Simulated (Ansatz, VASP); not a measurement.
# One calculation of Re, two programs

File INCAR:

```
ALGO = Normal
EDIFF = 1E-6
ENCUT = 560
GGA = PE
GGA_COMPAT = F
ISIF = 2
ISMEAR = -1
LASPH = T
LCHARG = F
LREAL = F
LWAVE = F
NBANDS = 30
NELM = 120
PREC = Accurate
SIGMA = 0.1
```

Contents of KPOINTS:

```
k-points
0
Gamma
  9 9 13
```

File POSCAR:

```
Re
1.0
    4.3211087628      0.0000000000      0.0000000000
   -2.1605543814      3.7421899611      0.0000000000
    0.0000000000      0.0000000000      2.7072422592
Re
3
Direct
    0.0000000000      0.0000000000      1.0000000000
    0.3333333333      0.6666666667      0.5000000000
    0.6666666667      0.3333333333      0.5000000000
```

Input for Ansatz:

```yaml
crystal:
  lattice:
    - [4.3211087628, 0.0, 0.0]
    - [-2.1605543814, 3.7421899611, 0.0]
    - [0.0, 0.0, 2.7072422592]
  atoms:
    - { symbol: Re, position: [0.0, 0.0, 1.0] }
    - { symbol: Re, position: [0.3333333333, 0.6666666667, 0.5] }
    - { symbol: Re, position: [0.6666666667, 0.3333333333, 0.5] }
hamiltonian:
  xc: pbe
  pseudopotentials:
    kind: paw
    azcp:
      Re: "pseudopotentials/Re.paw.azcp"
basis:
  ecutwfc: 420
  fft_grid_basis: typed
kpoints:
  mp_grid: { grid: [9, 9, 13], shift: [0, 0, 0] }
magnetization:
  spin_polarized: false
scf:
  occupations: { method: fermi_dirac, width: 0.1 }
  lower_state_search: "off"
output:
  stress: true
```

Alike in both runs: task single point; functional PBE; k mesh 9 × 9 × 13; occupations fermi-dirac, width 0.1 eV; no spin polarisation.

```csv
,VASP,Ansatz
version,VASP 6.6.1,Ansatz 0.2.0
potentials or method,"VASP PAW PBE potentials, release 64 (Re_sv_GW), cutoff 560 eV","plane waves (420 eV) with PAW, scalar-relativistic"
valence electrons in the cell,45,45
```

```tsv
	VASP	Ansatz	Ansatz less VASP
pressure (GPa)	14.0	15.5	+1.49
traceless stress, the component that is largest in VASP (GPa)	-1.89	-1.85	+0.047
```

Neither program's run includes spin-orbit coupling.
